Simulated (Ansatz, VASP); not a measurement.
# Two plane-wave programs on Ni

```
Ni
1.0
     2.44390    0.00000    0.00000
     0.00000    2.44390    0.00000
     0.00000    0.00000    3.45924
Ni
2
Direct
  0.00000 0.00000 0.00000
  0.50000 0.50000 0.50000
```

Alike in both runs: functional PBEsol; k mesh 13 × 13 × 9; occupations fermi-dirac, width 0.05 eV; collinear spin.

Ansatz relaxed the structure, and its values are those at the end. VASP's run is a single point on that final structure, the one shown.

|  | VASP | Ansatz |
| --- | --- | --- |
| version | VASP 6.6.1 | Ansatz 0.2.0 |
| potentials or method | VASP PAW PBE potentials, release 64 (Ni), cutoff 520 eV | plane waves (420 eV) with PAW, scalar-relativistic |
| valence electrons in the cell | 20 | 36 |

|  | VASP | Ansatz | Ansatz less VASP |
| --- | --- | --- | --- |
| pressure (GPa) | 0.0 | 0.0 | +0.03 |
| net moment per atom (μB) | 0.00 | 0.00 | 0.000 |

VASP's potentials were made for PBE, not for PBEsol, and Ansatz warns of the same on its side. VASP's potentials hold 20 valence electrons a cell and Ansatz's 36, so a difference there can come from the potentials and not from the codes. Ansatz's warnings: seeded moment not kept.
